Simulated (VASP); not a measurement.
Rb2LiSbF6:

```
Rb Li Sb F
1.0
     0.00000    4.37836    4.37836
     4.37836    0.00000    4.37836
     4.37836    4.37836    0.00000
Rb Li Sb F
2 1 1 6
Direct
  0.75000 0.75000 0.75000
  0.25000 0.25000 0.25000
  0.50000 0.50000 0.50000
  0.00000 0.00000 0.00000
  0.74687 0.25313 0.25313
  0.25313 0.25313 0.74687
  0.25313 0.74687 0.74687
  0.25313 0.74687 0.25313
  0.74687 0.25313 0.74687
  0.74687 0.74687 0.25313
```

- Program: VASP 6.6.1
- Task: relaxation of volume and atoms at fixed shape
- Functional: r2SCAN
- Potentials or basis: VASP PAW PBE potentials, release 64 (Rb_sv, Li_sv, Sb, F)
- Cutoff: 600 eV
- k mesh: 4 × 4 × 4
- Occupations: gaussian, width 0.01 eV
- Spin: no spin polarisation

At the start: pressure -3.1 GPa; volume 16.79 Å³/atom.

Question: How do energy, volume and symmetry change on relaxing?

Answer: Over 9 steps the energy falls by 12.3 meV/atom and the volume is 15.54 Å³/atom (-7.4 %); space group Fm-3m (No. 225, to 0.1 Å) before and after.

Step by step:
```
step  energy change (eV)  largest force (eV/Å)  pressure (GPa)  volume (Å³)
   1              0.0000                0.0956           -3.09       167.87
   2             -0.0818                0.3276           -0.18       160.12
   3             -0.0818                0.3273           -0.24       160.14
   4             -0.1083                0.1997           -0.15       158.15
   5             -0.1219                0.0608            0.02       156.13
   6             -0.1232                0.0111            0.07       155.40
   7             -0.1233                0.0053            0.07       155.31
   8             -0.1233                0.0074           -0.04       155.51
   9             -0.1233                0.0008            0.03       155.40
```

Final structure:
```yaml
crystal:
  lattice:
    - [0.00000, 4.26719, 4.26719]
    - [4.26719, 0.00000, 4.26719]
    - [4.26719, 4.26719, 0.00000]
  atoms:
    - { symbol: Rb, position: [0.75000, 0.75000, 0.75000] }
    - { symbol: Rb, position: [0.25000, 0.25000, 0.25000] }
    - { symbol: Li, position: [0.50000, 0.50000, 0.50000] }
    - { symbol: Sb, position: [0.00000, 0.00000, 0.00000] }
    - { symbol: F, position: [0.74314, 0.25686, 0.25686] }
    - { symbol: F, position: [0.25686, 0.25686, 0.74314] }
    - { symbol: F, position: [0.25686, 0.74314, 0.74314] }
    - { symbol: F, position: [0.25686, 0.74314, 0.25686] }
    - { symbol: F, position: [0.74314, 0.25686, 0.74314] }
    - { symbol: F, position: [0.74314, 0.74314, 0.25686] }
```

Caveat: the cutoff is under 1.25 times the usual one of these potentials, so pressure, stress and relaxed cells hold a basis-set (Pulay) error; the PAW data sets were made with another functional, which shifts forces and pressure a little.
